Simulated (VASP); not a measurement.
A run of VASP 6.6.1 is set up as follows.

INCAR

```
SYSTEM = Al
  ALGO = Normal
  EDIFF = 1E-6
  ENCUT = 500
  GGA = PS
  GGA_COMPAT = .False.
  ISIF = 2
  ISMEAR = -1
  LASPH = .True.
  LCHARG = .True.
  LELF = .True.
  LREAL = .False.
  LVHAR = .True.
  LWAVE = .False.
  NBANDS = 8
  NELM = 120
  PREC = Accurate
  SIGMA = 0.1
```

Contents of KPOINTS:

```
k-points
0
Gamma
  9 9 9
  0 0 0
```

Contents of POSCAR:

```
Al
1.0
    2.8419360227      0.0000000000      0.0000000000
    1.4209680114      2.4611887916      0.0000000000
    1.4209680114      0.8203962639      2.3204310458
Al
1
Direct
    0.0000000000      0.0000000000      0.0000000000
```

Potentials or basis: VASP PAW PBE potentials, release 64 (Al).

Command:

```sh
$ cat potpaw_PBE.64/Al/POTCAR > POTCAR
$ mpirun -np 1 vasp_std > vasp.out
```

Task: Predict the pressure.

Result: 0.1 GPa.

Caveat: the PAW data sets were made with another functional, which shifts forces and pressure a little.
